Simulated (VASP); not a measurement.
A run of VASP 6.6.1 is set up as follows.

The input POSCAR:

```
Al3Cu2
1.0
    4.1063825602      0.0062427900     -0.0077642967
   -2.0477848653      3.5251797426     -0.0155214543
   -0.0094735761     -0.0273378002      5.0163280565
Al Cu
3 2
Direct
   -0.0248424831     -0.0150825899     -0.0129111555
    0.3068889266      0.6498362580      0.3359308601
    0.6434308943      0.3199934540      0.6382645808
    0.3107747625      0.6542487048      0.8260899922
    0.6395430686      0.3155890572      0.1481045110
```

INCAR.step1

```
SYSTEM = Al3Cu2
PREC = Accurate
ENCUT = 520
ISMEAR = 0
SIGMA = 0.1
LREAL = .FALSE.
LASPH = .TRUE.
NELM = 80
NBANDS = 24
GGA = PE
ALGO = Normal
EDIFF = 1E-4
LWAVE = .TRUE.
LCHARG = .FALSE.
```

File INCAR.step2:

```
SYSTEM = Al3Cu2
PREC = Accurate
ENCUT = 520
EDIFF = 1E-6
ISMEAR = 0
SIGMA = 0.1
LREAL = .FALSE.
LASPH = .TRUE.
NELM = 80
ALGO = Normal
ISIF = 2
LWAVE = .FALSE.
LCHARG = .FALSE.
METAGGA = R2SCAN
LMIXTAU = .TRUE.
NBANDS = 24
ISTART = 1
```

File KPOINTS:

```
regular mesh
0
G
  6 6 4
  0 0 0
```

Potentials or basis: VASP PAW PBE potentials, release 64 (Al, Cu).

Run with:

```console
$ cat potpaw_PBE.64/Al/POTCAR potpaw_PBE.64/Cu/POTCAR > POTCAR
$ cp INCAR.step1 INCAR
$ mpirun -np 1 vasp_std > vasp.out
$ cp INCAR.step2 INCAR
$ mpirun -np 1 vasp_std > vasp.out
```

Problem. What does it give for the largest force?

Solution. 0.007 eV/Å.

Problem. Estimate the pressure.

Solution. -0.1 GPa.

Forces in eV/Å, atoms in the order of the input:
```
Al   0.000  0.000  0.000
Al   0.000  0.000  0.007
Al   0.000  0.000 -0.007
Cu   0.001  0.000  0.005
Cu  -0.001  0.000 -0.004
```

Caveat: the PAW data sets were made with another functional, which shifts forces and pressure a little.
